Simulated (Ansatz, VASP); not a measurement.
# One calculation of KBr, two programs

File INCAR:

```
PREC = Accurate
ENCUT = 500
EDIFF = 1E-6
ISMEAR = 1
SIGMA = 0.05
LREAL = F
LASPH = T
NELM = 120
ALGO = Normal
ISIF = 2
LWAVE = F
LCHARG = T
GGA = LIBXC
LIBXC1 = GGA_X_B88
LIBXC2 = GGA_C_PBE
LELF = T
LVHAR = T
NBANDS = 15
GGA_COMPAT = F
```

The input KPOINTS:

```
regular mesh
0
Gamma
  7 7 7
```

The input POSCAR:

```
KBr
1.0
    4.0967090362      0.0000000000      0.0000000000
    0.0000000000      4.0967090362      0.0000000000
    0.0000000000      0.0000000000      4.0967090362
Br K
1 1
Direct
    0.5000000000      0.5000000000      0.5000000000
    0.0000000000      0.0000000000      0.0000000000
```

Contents of input.yaml:

```yaml
crystal:
  lattice:
    - [4.0967090362, 0.0, 0.0]
    - [0.0, 4.0967090362, 0.0]
    - [0.0, 0.0, 4.0967090362]
  atoms:
    - { symbol: Br, position: [0.5, 0.5, 0.5] }
    - { symbol: K, position: [0.0, 0.0, 0.0] }
hamiltonian:
  xc: { exchange: b88, correlation: pbe }
  pseudopotentials: { kind: nc, accuracy: standard, xc_functional: lda }
kpoints:
  mp_grid: { grid: [7, 7, 7] }
scf:
  occupations: { method: cold, width: 0.05 }
output:
  forces: true
  stress: true
  eigenvalues: true
```

Alike in both runs: task single point; functional b88 exchange, pbe correlation; k mesh 7 × 7 × 7; no spin polarisation.

|  | VASP | Ansatz |
| --- | --- | --- |
| version | VASP 6.6.1 | Ansatz 0.2.0 |
| potentials or method | VASP PAW PBE potentials, release 64 (Br, K_sv) | PseudoDojo standard (LDA files) |
| plane-wave cutoff (eV) | 500 | 980 |
| occupations | methfessel-paxton of order 1, width 0.05 eV | cold, width 0.05 eV |
| valence electrons in the cell | 16 | 16 |

```csv
,VASP,Ansatz,Ansatz less VASP
gap on the k mesh at the Fermi level (eV),3.91,3.92,+0.009
least direct gap on the mesh (eV),4.14,4.14,+0.006
pressure (GPa),-0.2,-0.3,-0.11
```

VASP's potentials were made for PBE, not for b88 exchange, pbe correlation.

Noted on Ansatz's run: the potentials were made for another functional, which shifts forces and pressure; odd divisions of the mesh miss points on the zone boundary, where band edges often lie, so the gap on the mesh can be too wide.
